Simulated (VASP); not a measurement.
A run of VASP 6.6.1 is set up as follows.

INCAR

```
SYSTEM = C
PREC     = Accurate       ! precision mode
ENCUT    = 520            ! plane-wave cutoff, eV
EDIFF    = 1E-6           ! SCF threshold, eV
ISMEAR   = 0              ! smearing method
SIGMA    = 0.05           ! smearing width, eV
LREAL    = Auto         
LASPH    = .TRUE.         ! aspherical terms in the spheres
NELM     = 80             ! most SCF steps
ALGO     = Normal         ! electronic algorithm
ISIF     = 2              ! what is computed and relaxed
LWAVE    = .FALSE.        ! write WAVECAR
LCHARG   = .FALSE.        ! write CHGCAR
GGA      = PS             ! functional
NBANDS   = 43             ! bands
```

KPOINTS

```
Automatic mesh
0
G
  6 6 6
  0 0 0
```

POSCAR

```
C
1.0
    0.0000000000      3.5537981836     -3.5537981836
   -3.5537981836      0.0000000000     -3.5537981836
   -3.5537981836      3.5537981836      0.0000000000
C
15
Direct
    0.2500000000      0.7500000000      0.2500000000
    0.7500000000      0.2500000000      0.2500000000
    0.2500000000      0.2500000000      0.2500000000
    0.7500000000      0.7500000000      0.7500000000
    0.2500000000      0.7500000000      0.7500000000
    0.7500000000      0.2500000000      0.7500000000
    0.2500000000      0.2500000000      0.7500000000
    0.8750000000      0.3750000000      0.3750000000
    0.3750000000      0.3750000000      0.3750000000
    0.7477113725      0.7477113725      0.4889522550
    0.3750000000      0.8750000000      0.3750000000
    0.8750000000      0.3750000000      0.8750000000
    0.3750000000      0.3750000000      0.8750000000
    0.8750000000      0.8750000000      0.8750000000
    0.3750000000      0.8750000000      0.8750000000
```

Potentials or basis: VASP PAW PBE potentials, release 64 (C).

Run with:

```console
$ cat potpaw_PBE.64/C/POTCAR > POTCAR
$ mpirun -np 1 vasp_std > vasp.out
```

Q: Predict the band gap on the k mesh.

A: Zero (bands 30 and 31 overlap by 0.87 eV).

Q: What does it give for the pressure?

A: 2.2 GPa.

Q: What does it give for the largest force?

A: 12.831 eV/Å.

Stress tensor (GPa, compression positive):
```
  4.77   4.03 -16.82
  4.03   4.77  16.82
-16.82  16.82  -2.96
```

Caveat: the cell differs from its parent crystal (atoms taken out, atom 10 moved 0.375 of the way to it and +0.700 Å across, host rigid); the PAW data sets were made with another functional, which shifts forces and pressure a little.
